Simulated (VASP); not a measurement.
LaB6: single point with r2SCAN

LaB6:

```xyz
7
Lattice="4.0961 0.0000 0.0000 0.0000 4.0961 0.0000 0.0000 0.0000 4.0961" Properties=species:S:1:pos:R:3 pbc="T T T"
La    0.0000    0.0000    0.0000
B     0.8171    2.0480    2.0480
B     2.0480    0.8171    2.0480
B     3.2790    2.0480    2.0480
B     2.0480    3.2790    2.0480
B     2.0480    2.0480    0.8171
B     2.0480    2.0480    3.2790
```

```json
{
 "Program": "VASP 6.6.1",
 "Task": "single point",
 "Functional": "r2SCAN",
 "Potentials or basis": "VASP PAW PBE potentials, release 64 (La, B)",
 "Cutoff": "520 eV",
 "k mesh": "8 × 8 × 8",
 "Occupations": "fermi-dirac, width 0.1 eV",
 "Spin": "no spin polarisation",
 "Dipole correction": "no",
 "Further INCAR settings": "ALGO = Normal; EDIFF = 1e-06; NBANDS = 24"
}
```

```
Pressure      : 7.9 GPa
Largest force : 0.026 eV/Å
```

Forces in eV/Å, atoms in the order of the input:
```
La   0.000  0.000  0.000
B   -0.026  0.000  0.000
B    0.000 -0.026  0.000
B    0.026  0.000  0.000
B    0.000  0.026  0.000
B    0.000  0.000 -0.026
B    0.000  0.000  0.026
```

Levels at points of the mesh, in eV from the Fermi level:
| k point | band 10 | band 11 | band 12 | band 13 | band 14 | band 15 | band 16 | band 17 | band 18 | band 19 |
| --- | --- | --- | --- | --- | --- | --- | --- | --- | --- | --- |
| (0.00, 0.00, 0.00) | -7.60 | -7.60 | -2.01 | -2.01 | -2.01 | 0.26 | 0.26 | 0.26 | 1.74 | 1.74 |
| (0.50, 0.00, 0.00) | -7.08 | -3.77 | -3.77 | -3.45 | -2.64 | -1.59 | 1.76 | 1.76 | 1.83 | 2.37 |
| (0.50, 0.50, 0.00) | -6.65 | -4.85 | -4.85 | -3.12 | -3.12 | 1.27 | 1.27 | 2.40 | 2.42 | 2.42 |
| (0.50, 0.50, 0.50) | -5.09 | -5.09 | -2.56 | -2.56 | -2.56 | 1.80 | 2.17 | 2.17 | 2.17 | 2.20 |

Run time: 3.9 min on 1 thread of AMD EPYC 7R43 64-Core Processor (Zen 3) (shared host), peak memory 0.17 GiB.

Caveat: the PAW data sets were made with another functional, which shifts forces and pressure a little; spin-orbit coupling is left out, which moves the levels of the heavy elements.
